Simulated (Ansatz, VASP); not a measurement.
## Two plane-wave programs on Ta2B2O

The input POSCAR:

```
Ta2B2O
1.0
    5.4036571245      0.0000000000     -0.0070357462
    0.0000000000      3.0804110364      0.0000000000
   -1.5632478888      0.0000000000      6.5129510843
Ta B O
4 4 2
Direct
    0.9326727232      0.5000000000      0.2556149050
    0.4242397858      0.0000000000      0.2500527537
    0.0673272768      0.5000000000      0.7443850950
    0.5757602142      0.0000000000      0.7499472463
    0.8318434164      0.0000000000      0.4983429231
    0.3336899175      0.5000000000      0.4997970009
    0.1681565836      0.0000000000      0.5016570769
    0.6663100825      0.5000000000      0.5002029991
    0.7205509204      0.0000000000      0.0737799255
    0.2794490796      0.0000000000      0.9262200745
```

INCAR.step1

```
PREC = Accurate
ENCUT = 520
ISMEAR = 0
SIGMA = 0.1
LREAL = F
LASPH = T
NELM = 100
NBANDS = 45
GGA = PE
ALGO = Normal
EDIFF = 1E-4
LWAVE = T
LCHARG = F
```

INCAR.step2

```
PREC = Accurate
ENCUT = 520
EDIFF = 1E-6
ISMEAR = 0
SIGMA = 0.1
LREAL = F
LASPH = T
NELM = 100
ALGO = Normal
ISIF = 2
LWAVE = F
LCHARG = T
METAGGA = R2SCAN
LMIXTAU = T
LELF = T
LVHAR = T
NBANDS = 45
ISTART = 1
```

File KPOINTS:

```
regular mesh
0
Gamma
  6 10 6
```

Input for Ansatz:

```yaml
crystal:
  lattice:
    - [5.4036571245, 0.0, -0.0070357462]
    - [0.0, 3.0804110364, 0.0]
    - [-1.5632478888, 0.0, 6.5129510843]
  atoms:
    - { symbol: Ta, position: [0.9326727232, 0.5, 0.255614905] }
    - { symbol: Ta, position: [0.4242397858, 0.0, 0.2500527537] }
    - { symbol: Ta, position: [0.0673272768, 0.5, 0.744385095] }
    - { symbol: Ta, position: [0.5757602142, 0.0, 0.7499472463] }
    - { symbol: B, position: [0.8318434164, 0.0, 0.4983429231] }
    - { symbol: B, position: [0.3336899175, 0.5, 0.4997970009] }
    - { symbol: B, position: [0.1681565836, 0.0, 0.5016570769] }
    - { symbol: B, position: [0.6663100825, 0.5, 0.5002029991] }
    - { symbol: O, position: [0.7205509204, 0.0, 0.0737799255] }
    - { symbol: O, position: [0.2794490796, 0.0, 0.9262200745] }
basis:
  ecutwfc: 500
kpoints:
  mp_grid: { grid: [6, 10, 6] }
  band_path:
    path:
      - [0.0, 0.0, 0.0]
      - [0.0, 0.5, 0.0]
      - [0.0, 0.5, 0.5]
      - [0.0, 0.0, 0.5]
      - [0.0, 0.0, 0.0]
      - [-0.5, 0.0, 0.5]
      - [-0.5, 0.5, 0.5]
      - [0.0, 0.5, 0.0]
      - [-0.5, 0.5, 0.0]
      - [-0.5, 0.0, 0.0]
      - [0.0, 0.0, 0.0]
    npoints: 14
hamiltonian:
  xc: r2scan
scf:
  occupations: { method: gaussian, width: 0.1 }
  n_extra_bands: 25
output:
  forces: true
  stress: true
  eigenvalues: true
  populations: true
  dos: { projected: true, de: 0.02, nscf_kmesh: { grid: [8, 12, 8] } }
  bader: true
  write_density: true
  write_potential: true
  elf: true
  volumetric_format: npy
```

Alike in both runs: task single point; functional r2SCAN; k mesh 6 × 10 × 6; occupations gaussian, width 0.1 eV; no spin polarisation.

```csv
,VASP,Ansatz
version,VASP 6.6.1,Ansatz 0.2.0
potentials or method,"VASP PAW PBE potentials, release 64 (Ta_pv, B, O), cutoff 520 eV","scalar-relativistic, plane waves, PAW"
valence electrons in the cell,68,76
```

|  | VASP | Ansatz | Ansatz less VASP |
| --- | --- | --- | --- |
| gap on the k mesh at the Fermi level (eV) | none | none | - |
| pressure (GPa) | -3.1 | -4.0 | -0.94 |
| traceless stress, the component that is largest in VASP (GPa) | 0.40 | 0.45 | +0.052 |
| rms of the force components (eV/Å) | 0.049 | 0.052 | +0.0022 |

VASP's potentials were made for PBE, not for r2SCAN. Atom by atom the forces differ by 0.026 eV/Å (rms over components). A gap of «none» marks a metal or a gap that the smearing closes. The functional is the same, so the differences come from potentials, cutoffs and numerics. VASP's potentials hold 68 valence electrons a cell and Ansatz's 76, so a difference there can come from the potentials and not from the codes.

Spin-orbit coupling is off throughout.
